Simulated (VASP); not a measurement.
# CdS (Greenockite) (P6_3mc) in VASP: further runs

CdS (Greenockite) is run at these levels: PBE; tasks: single point.

Everything below comes from runs of VASP 6.6.1. Logs are shortened: lines on timing, memory, paths and dates and some standing lists are left out, and cuts for length are marked.

**1. The cell of the first run**

It takes space group P6_3mc (No. 186, hexagonal). Conventional cell: a = 4.111 Å, b = 4.111 Å, c = 6.689 Å, α = 90.00°, β = 90.00°, γ = 120.00°. Cd (site symmetry 3m) has 4 S at 2.51 to 2.52 Å within 3.3 Å. Within 3.3 Å of S (site symmetry 3m) lie 4 Cd at 2.51 to 2.52 Å.

**2. Single point, PBE (volume scaled by 0.94, then relaxed in part)**

INCAR

```
SYSTEM = CdS
PREC     = Accurate       ! precision mode
ENCUT    = 520            ! plane-wave cutoff, eV
EDIFF    = 1E-6           ! SCF threshold, eV
ISMEAR   = 0              ! smearing method
SIGMA    = 0.02           ! smearing width, eV
LREAL    = .FALSE.        ! projectors in reciprocal space
LASPH    = .TRUE.         ! aspherical terms in the spheres
NELM     = 100            ! most SCF steps
ALGO     = Normal         ! electronic algorithm
ISIF     = 2              ! what is computed and relaxed
LWAVE    = .FALSE.        ! write WAVECAR
LCHARG   = .FALSE.        ! write CHGCAR
GGA      = PE             ! functional
NBANDS   = 26             ! bands
```

KPOINTS

```
regular mesh
0
G
  9 9 4
  0 0 0
```

POSCAR

```
CdS
1.0
    4.1108928953      0.0000000000      0.0000000000
   -2.0554464477      3.5601376796      0.0000000000
    0.0000000000      0.0000000000      6.6894381190
Cd S
2 2
Direct
    0.3333333333      0.6666666667     -0.0007922000
    0.6666666667      0.3333333333      0.4992078000
    0.3333333333      0.6666666667      0.3757922000
    0.6666666667      0.3333333333      0.8757922000
```

Potentials or basis: VASP PAW PBE potentials, release 64 (Cd, S).

On the command line:

```sh
> cat potpaw_PBE.64/Cd/POTCAR potpaw_PBE.64/S/POTCAR > POTCAR
> mpirun -np 1 vasp_std > vasp.out
```

OUTCAR:

```text
SYSTEM = CdS
   PREC = Accurate
   ENCUT = 520
   EDIFF = 1E-6
   ISMEAR = 0
   LREAL = .FALSE.
   LASPH = .TRUE.
   NELM = 100
   ISIF = 2
   GGA = PE

 ion  position               nearest neighbor table
   1  0.333  0.667  0.999-   4 2.51   4 2.51   4 2.51   3 2.52
   2  0.667  0.333  0.499-   3 2.51   3 2.51   3 2.51   4 2.52
   3  0.333  0.667  0.376-   2 2.51   2 2.51   2 2.51   1 2.52
   4  0.667  0.333  0.876-   1 2.51   1 2.51   1 2.51   2 2.52

  LATTYP: Found a hexagonal cell.
 ALAT       =     4.1108928953
 C/A-ratio  =     1.6272469970

  Lattice vectors:

 A1 = (   4.1108928953,   0.0000000000,   0.0000000000)
 A2 = (  -2.0554464477,   3.5601376796,   0.0000000000)
 A3 = (   0.0000000000,   0.0000000000,   6.6894381190)

Analysis of symmetry for initial positions (statically):
=====================================================================
 Subroutine PRICEL returns:
 Original cell was already a primitive cell.

 Routine SETGRP: Setting up the symmetry group for a
 hexagonal supercell.

 Subroutine GETGRP returns: Found 12 space group operations
 (whereof  6 operations were pure point group operations)
 out of a pool of 24 trial point group operations.

The static configuration has the point symmetry C_3v.
 The point group associated with its full space group is C_6v.

Analysis of symmetry for dynamics (positions and initial velocities):
=====================================================================
 Subroutine PRICEL returns:
 Original cell was already a primitive cell.

 Routine SETGRP: Setting up the symmetry group for a
 hexagonal supercell.

 Subroutine GETGRP returns: Found 12 space group operations
 (whereof  6 operations were pure point group operations)
 out of a pool of 24 trial point group operations.

The dynamic configuration has the point symmetry C_3v.
 The point group associated with its full space group is C_6v.

 Subroutine INISYM returns: Found 12 space group operations
 (whereof  6 operations are pure point group operations),
 and found     1 'primitive' translations

----------------------------------------------------------------------------------------

                                     Primitive cell

  volume of cell :      97.9022

  direct lattice vectors                    reciprocal lattice vectors
     4.110892895  0.000000000  0.000000000     0.243256155  0.140444007  0.000000000
    -2.055446448  3.560137680  0.000000000     0.000000000  0.280888013  0.000000000
     0.000000000  0.000000000  6.689438119     0.000000000  0.000000000  0.149489386

  length of vectors
     4.110892895  4.110892895  6.689438119     0.280888013  0.280888013  0.149489386

  position of ions in fractional coordinates (direct lattice)
     0.333333333  0.666666667  0.999207800
     0.666666667  0.333333333  0.499207800
     0.333333333  0.666666667  0.375792200
     0.666666667  0.333333333  0.875792200

  ion indices of the primitive-cell ions
   primitive index   ion index
                 1           1
                 2           2
                 3           3
                 4           4

----------------------------------------------------------------------------------------

 KPOINTS: regular mesh

Automatic generation of k-mesh.
 Grid dimensions read from file:
 generate k-points for:    9    9    4

 Generating k-lattice:

  Cartesian coordinates                     Fractional coordinates (reciprocal lattice)
     0.027028462  0.015604890  0.000000000     0.111111111 -0.000000000  0.000000000
     0.000000000  0.031209779  0.000000000     0.000000000  0.111111111  0.000000000
     0.000000000  0.000000000  0.037372347     0.000000000  0.000000000  0.250000000

  Length of vectors
     0.031209779  0.031209779  0.037372347

  Shift w.r.t. Gamma in fractional coordinates (k-lattice)
     0.000000000  0.000000000  0.000000000

 Subroutine IBZKPT returns following result:
 ===========================================

 Found     36 irreducible k-points:

 Following reciprocal coordinates:
            Coordinates               Weight
  0.000000  0.000000  0.000000      1.000000
  0.111111 -0.000000  0.000000      6.000000
  0.222222 -0.000000  0.000000      6.000000
  0.333333 -0.000000  0.000000      6.000000
  0.444444 -0.000000  0.000000      6.000000
  0.111111  0.111111  0.000000      6.000000
[... 16 lines left out ...]
  0.333333  0.222222  0.250000     24.000000
  0.333333  0.333333  0.250000      4.000000
 [... further k-points ...]
   k-points           NKPTS =     36   k-points in BZ     NKDIM =     36   number of bands    NBANDS=     26
   number of dos      NEDOS =    301   number of ions     NIONS =      4
   total plane-waves  NPLWV =  51200
   dimension x,y,z NGX =    32 NGY =   32 NGZ =   50
   dimension x,y,z NGXF=    64 NGYF=   64 NGZF=  100
   ions per type =               2   2
   NGX,Y,Z   is equivalent  to a cutoff of  12.94, 12.94, 12.43 a.u.
   NGXF,Y,Z  is equivalent  to a cutoff of  25.88, 25.88, 24.85 a.u.
 SYSTEM =  CdS
   PREC   = accura    normal or accurate (medium, high low for compatibility)
   ISTART =      0    job   : 0-new  1-cont  2-samecut
   ICHARG =      2    charge: 1-file 2-atom 10-const
   ISPIN  =      1    spin polarized calculation?
   LNONCOLLINEAR =      F non collinear calculations
   LSORBIT =      F    spin-orbit coupling
   LASPH  =      T    aspherical Exc in radial PAW
   ENCUT  =  520.0 eV  38.22 Ry    6.18 a.u.   7.64  7.64 12.44*2*pi/ulx,y,z
   NELM   =    100;   NELMIN=  2; NELMDL= -5     # of ELM steps
   EDIFF  = 0.1E-05   stopping-criterion for ELM
   LREAL  =      F    real-space projection
   EDIFFG = 0.1E-04   stopping-criterion for IOM
   NSW    =      0    number of steps for IOM
   IBRION =     -1    ionic relax: 0-MD 1-quasi-New 2-CG
   NFREE  =      0    steps in history (QN), initial steepest desc. (CG)
   ISIF   =      2    stress and relaxation
   ISYM   =      2    0-nonsym 1-usesym 2-fastsym
   POTIM  = 0.5000    time-step for ionic-motion
   TEBEG  =    0.0;   TEEND  =   0.0 temperature during run
   PSTRESS=    0.0 pullay stress
   NELECT =      36.0000    total number of electrons
   NUPDOWN=      -1.0000    fix difference up-down
   EMIN   =  10.00;   EMAX   =-10.00  energy-range for DOS
   EFERMI =   0.00;   METHOD = LEGACY
   ISMEAR =     0;   SIGMA  =   0.02  broadening in eV -4-tet -1-fermi 0-gaus
   EFERMI_NEDOS =   21; number of points for ismear=-14 and -15
   IALGO  =     38    algorithm
   IMIX   =      4    mixing-type and parameters
     AMIX     =   0.40;   BMIX     =  1.00
     AMIX_MAG =   1.60;   BMIX_MAG =  1.00
  volume/ion in A,a.u.               =      24.48       165.17
  Fermi-wavevector in a.u.,A,eV,Ry     =   1.172856  2.216377 18.716064  1.375592
  Thomas-Fermi vector in A             =   2.309278
   LORBIT       =      0    0 simple, 1 ext, 2 COOP (PROOUT), +10 PAW based schemes
   GGA     = PE    functional components
   LHFCALC =     F    Hartree Fock is set to
   AEXX    =    0.0000 exact exchange contribution
   IVDW    =     0    specifies the selected vdW correction
   LEPSILON=     F    determine dielectric tensor
   LRPA    =     F    only Hartree local field effects (RPA)
 non-spin polarized calculation
 Gauss-broadening in eV      SIGMA  =   0.02
  energy-cutoff  :      520.00
  volume of cell :       97.90
 maximum number of plane-waves:      2654
 NGX is ok and might be reduce to    32
   NGX = 15   NGY = 15   NGZ = 25

 number of electron      35.9999996 magnetization

 Free energy of the ion-electron system (eV)
  ---------------------------------------------------
  ext. energy  EPLUGINS =         0.00000000
  ---------------------------------------------------
  free energy    TOTEN  =       -12.21570689 eV

  energy without entropy =      -12.21570689  energy(sigma->0) =      -12.21570689

 E-fermi :   1.5375     XC(G=0):  -9.2073

 val. band max:        1.4289571818   @ k =   0.0000   0.0000   0.0000
 cond. band min:       2.6892580483   @ k =   0.0000   0.0000   0.0000
 fundamental gap:      1.2603008665
 Fermi energy:         1.5374534203

 k-point     1 :       0.0000    0.0000    0.0000
  band No.  band energies     occupation
      1     -11.0287      2.00000
      2     -10.5836      2.00000
      3      -6.3275      2.00000
      4      -6.3212      2.00000
      5      -6.3212      2.00000
      6      -6.2334      2.00000
[... 18 lines left out ...]
     25       9.0302      0.00000
     26       9.2031      0.00000

 k-point     2 :       0.1111   -0.0000    0.0000
  band No.  band energies     occupation
      1     -10.9832      2.00000
      2     -10.5635      2.00000
      3      -6.3143      2.00000
      4      -6.3022      2.00000
      5      -6.2868      2.00000
      6      -6.2121      2.00000
[... 18 lines left out ...]
     25       9.0761      0.00000
     26       9.3046      0.00000

 k-point     3 :       0.2222   -0.0000    0.0000
  band No.  band energies     occupation
      1     -10.8643      2.00000
      2     -10.5159      2.00000
      3      -6.2740      2.00000
      4      -6.2590      2.00000
      5      -6.1945      2.00000
      6      -6.1390      2.00000
[... 18 lines left out ...]
     25       9.2703      0.00000
     26      10.0169      0.00000

 k-point     4 :       0.3333   -0.0000    0.0000
  band No.  band energies     occupation
      1     -10.7188      2.00000
      2     -10.4711      2.00000
      3      -6.2396      2.00000
      4      -6.2216      2.00000
      5      -6.0949      2.00000
      6      -6.0622      2.00000
[... 18 lines left out ...]
     25       9.7758      0.00000
     26      10.3401      0.00000

 k-point     5 :       0.4444   -0.0000    0.0000
  band No.  band energies     occupation
      1     -10.6107      2.00000
      2     -10.4548      2.00000
      3      -6.2255      2.00000
      4      -6.2050      2.00000
      5      -6.0270      2.00000
      6      -6.0143      2.00000
[... 18 lines left out ...]
     25       9.8788      0.00000
     26      11.4459      0.00000

 k-point     6 :       0.1111    0.1111    0.0000
  band No.  band energies     occupation
      1     -10.9010      2.00000
      2     -10.5297      2.00000
      3      -6.2829      2.00000
      4      -6.2738      2.00000
      5      -6.2226      2.00000
      6      -6.1755      2.00000
[... 427 lines left out ...]
 k-point    21 :       0.4444    0.1111    0.2500
  band No.  band energies     occupation
      1     -10.5546      2.00000
      2     -10.4679      2.00000
      3      -6.2095      2.00000
      4      -6.1786      2.00000
      5      -6.0828      2.00000
      6      -6.0334      2.00000
[... 18 lines left out ...]
     25       9.8095      0.00000
     26      11.0653      0.00000

 k-point    22 :       0.2222    0.2222    0.2500
  band No.  band energies     occupation
      1     -10.6164      2.00000
      2     -10.4809      2.00000
      3      -6.2108      2.00000
      4      -6.1827      2.00000
      5      -6.0930      2.00000
      6      -6.0689      2.00000
[... 18 lines left out ...]
     25       9.4178      0.00000
     26      10.4981      0.00000

 k-point    23 :       0.3333    0.2222    0.2500
  band No.  band energies     occupation
      1     -10.5353      2.00000
      2     -10.4677      2.00000
      3      -6.2090      2.00000
      4      -6.1501      2.00000
      5      -6.0794      2.00000
      6      -6.0333      2.00000
[... 18 lines left out ...]
     25      10.0723      0.00000
     26      10.7489      0.00000

 k-point    24 :       0.3333    0.3333    0.2500
  band No.  band energies     occupation
      1     -10.4856      2.00000
      2     -10.4856      2.00000
      3      -6.2137      2.00000
      4      -6.1008      2.00000
      5      -6.1008      2.00000
      6      -6.0235      2.00000
[... 18 lines left out ...]
     25      10.7917      0.00000
     26      10.9735      0.00000

 [... further k-points ...]
[... 5 lines left out ...]
  --------------------------------------------------------------------------------------
  -------------------------------------------------------------------------------------
  Total        2.5500489      2.5500489      2.5453846     -0.0000000      0.0000000      0.0000000
  in kB       41.7317407     41.7317407     41.6554089     -0.0000000      0.0000000      0.0000000
  external PRESSURE =      41.7062967 kB  Pullay stress =       0.0000000 kB

 VOLUME and BASIS-vectors are now :
 -----------------------------------------------------------------------------
  energy-cutoff  :      520.00
  volume of cell :       97.90
      direct lattice vectors                 reciprocal lattice vectors
     4.110892895  0.000000000  0.000000000     0.243256155  0.140444007  0.000000000
    -2.055446448  3.560137680  0.000000000     0.000000000  0.280888013  0.000000000
     0.000000000  0.000000000  6.689438119     0.000000000  0.000000000  0.149489386

 POSITION                                       TOTAL-FORCE (eV/Angst)
 -----------------------------------------------------------------------------------
     -0.00000      2.37343      6.68414        -0.000000      0.000000      0.005525
      2.05545      1.18671      3.33942         0.000000      0.000000      0.005525
     -0.00000      2.37343      2.51384        -0.000000      0.000000     -0.005525
      2.05545      1.18671      5.85856         0.000000      0.000000     -0.005525
 -----------------------------------------------------------------------------------
    total drift:                               -0.000000     -0.000000      0.000125

  FREE ENERGIE OF THE ION-ELECTRON SYSTEM (eV)
  ---------------------------------------------------
  free  energy   TOTEN  =       -12.2157068921 eV

  energy  without entropy=      -12.2157068921  energy(sigma->0) =      -12.21570689
```

Wall time 48 s (1 thread of Intel Xeon Platinum 8488C (Sapphire Rapids), shared host); peak memory 0.25 GiB.

Results:

- Free energy: -12.2157 eV
- Pressure: 4.2 GPa
- Largest force: 0.006 eV/Å
- Band gap on the k mesh: 1.26 eV, direct

Forces in eV/Å, atoms in the order of the input:
```
Cd   0.000  0.000  0.006
Cd   0.000  0.000  0.006
S    0.000  0.000 -0.006
S    0.000  0.000 -0.006
```

**3. Single point, PBE (volume scaled by 0.97, then relaxed in part)**

INCAR

```
  PREC = Accurate
  ENCUT = 520
  EDIFF = 1E-6
  ISMEAR = 0
  SIGMA = 0.02
  LREAL = False
  LASPH = True
  NELM = 100
  ALGO = Normal
  ISIF = 2
  LWAVE = False
  LCHARG = False
  GGA = PE
  NBANDS = 26
```

KPOINTS

```
regular mesh
0
Gamma
  9 9 4
```

POSCAR

```
CdS
1.0
    4.1541686323      0.0000000000      0.0000000000
   -2.0770843162      3.5976155672      0.0000000000
    0.0000000000      0.0000000000      6.7598584320
Cd S
2 2
Direct
    0.3333333333      0.6666666667     -0.0007922000
    0.6666666667      0.3333333333      0.4992078000
    0.3333333333      0.6666666667      0.3757922000
    0.6666666667      0.3333333333      0.8757922000
```

Potentials or basis: VASP PAW PBE potentials, release 64 (Cd, S).

On the command line:

```sh
> cat potpaw_PBE.64/Cd/POTCAR potpaw_PBE.64/S/POTCAR > POTCAR
> mpirun -np 1 vasp_std > vasp.out
```

It took 47 s on 1 thread of Intel Xeon Platinum 8488C (Sapphire Rapids), shared host; peak memory 0.25 GiB.

The run converged. Its results:

- Free energy: -12.2765 eV
- Pressure: 2.1 GPa
- Band gap on the k mesh: 1.19 eV, direct

Forces on the atoms (eV/Å):
```
Cd   0.000  0.000  0.002
Cd   0.000  0.000  0.002
S    0.000  0.000 -0.002
S    0.000  0.000 -0.002
```

Levels at points of the mesh, in eV from the valence-band top:
```csv
k point,band 16,band 17,band 18,band 19,band 20,band 21
"(0.00, 0.00, 0.00)",-0.04,0.00,0.00,1.19,2.78,6.48
"(0.00, 0.00, 0.50)",-0.38,-0.38,-0.38,2.83,2.83,6.17
```

**4. Single point, PBE (volume scaled by 1.03, then relaxed in part)**

INCAR

```
SYSTEM = CdS
  ALGO = Normal
  EDIFF = 1E-6
  ENCUT = 520
  GGA = PE
  ISIF = 2
  ISMEAR = 0
  LASPH = .TRUE.
  LCHARG = .TRUE.
  LELF = .TRUE.
  LREAL = .FALSE.
  LVHAR = .TRUE.
  LWAVE = .FALSE.
  NBANDS = 26
  NELM = 100
  PREC = Accurate
  SIGMA = 0.02
```

KPOINTS

```
k-points
0
G
  9 9 4
  0 0 0
```

POSCAR

```
CdS
1.0
    4.2381138477      0.0000000000      0.0000000000
   -2.1190569239      3.6703142563      0.0000000000
    0.0000000000      0.0000000000      6.8964580317
Cd S
2 2
Direct
    0.3333333333      0.6666666667     -0.0007922000
    0.6666666667      0.3333333333      0.4992078000
    0.3333333333      0.6666666667      0.3757922000
    0.6666666667      0.3333333333      0.8757922000
```

On the command line:

```sh
> cat potpaw_PBE.64/Cd/POTCAR potpaw_PBE.64/S/POTCAR > POTCAR
> mpirun -np 1 vasp_std > vasp.out
```

It took 49 s on 1 thread of Intel Xeon Platinum 8488C (Sapphire Rapids), shared host; peak memory 0.26 GiB.

The run converged. Its results:

| Property | Result |
| --- | --- |
| Free energy | -12.2905 eV |
| Pressure | -1.2 GPa |
| Band gap on the k mesh | 1.04 eV, direct |

Levels at points of the mesh, in eV from the valence-band top:
| k point | band 16 | band 17 | band 18 | band 19 | band 20 | band 21 |
| --- | --- | --- | --- | --- | --- | --- |
| (0.00, 0.00, 0.00) | -0.03 | 0.00 | 0.00 | 1.04 | 2.69 | 6.48 |
| (0.00, 0.00, 0.50) | -0.34 | -0.34 | -0.34 | 2.69 | 2.69 | 6.10 |

**5. Overview**

```tsv
cell	gap on the mesh (eV)	pressure (GPa)
a = 4.111, b = 4.111, c = 6.689 Å, angles 90.0, 90.0, 120.0°, 4 atoms	1.26	4.2
a = 4.154, b = 4.154, c = 6.760 Å, angles 90.0, 90.0, 120.0°, 4 atoms	1.19	2.1
a = 4.238, b = 4.238, c = 6.896 Å, angles 90.0, 90.0, 120.0°, 4 atoms	1.04	-1.2
```

Alike in all rows: task single point; level PBE; potentials or basis VASP PAW PBE potentials, release 64 (Cd, S); no spin polarisation; k mesh 9 × 9 × 4; cutoff (eV) 520; smearing gaussian 0.02 eV.

Absolute energies hang on the potentials; compare differences alone.
